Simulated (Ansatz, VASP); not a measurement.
**Two plane-wave programs on Au**

The input INCAR:

```
SYSTEM = Au
ALGO = Normal
EDIFF = 1E-6
ENCUT = 520
GGA = PS
ISIF = 2
ISMEAR = 0
LASPH = .TRUE.
LCHARG = .FALSE.
LREAL = .FALSE.
LWAVE = .FALSE.
NBANDS = 12
NELM = 100
PREC = Accurate
SIGMA = 0.1
```

KPOINTS

```
k-points
0
G
  16 16 16
  0 0 0
```

The input POSCAR:

```
Au
1.0
   -1.7141464721      1.7638645421      1.7141464721
    1.7141464721     -1.7638645421      1.7141464721
    1.7141464721      1.7638645421     -1.7141464721
Au
1
Direct
    0.0000000000      0.0000000000      0.0000000000
```

Input for Ansatz:

```yaml
crystal:
  lattice:
    - [-1.7141464721, 1.7638645421, 1.7141464721]
    - [1.7141464721, -1.7638645421, 1.7141464721]
    - [1.7141464721, 1.7638645421, -1.7141464721]
  atoms:
    - { symbol: Au, position: [0.0, 0.0, 0.0] }
basis:
  ecutwfc: 420
kpoints:
  mp_grid: { grid: [16, 16, 16] }
hamiltonian:
  xc: pbesol
scf:
  occupations: { method: gaussian, width: 0.1 }
output:
  forces: true
  stress: true
  eigenvalues: true
```

Alike in both runs: task single point; functional PBEsol; k mesh 16 × 16 × 16; occupations gaussian, width 0.1 eV; no spin polarisation.

|  | VASP | Ansatz |
| --- | --- | --- |
| version | VASP 6.6.1 | Ansatz 0.2.0 |
| potentials or method | VASP PAW PBE potentials, release 64 (Au), cutoff 520 eV | scalar-relativistic, plane waves, PAW |
| valence electrons in the cell | 11 | 19 |

```csv
,VASP,Ansatz,Ansatz less VASP
gap on the k mesh at the Fermi level (eV),none,none,-
pressure (GPa),-18.8,-18.8,+0.07
"traceless stress, the component that is largest in VASP (GPa)",-0.11,-0.11,+0.005
```

VASP's potentials were made for PBE, not for PBEsol. A gap of «none» marks a metal or a gap that the smearing closes. VASP's potentials hold 11 valence electrons a cell and Ansatz's 19, so a difference there can come from the potentials and not from the codes.

Neither program's run includes spin-orbit coupling.
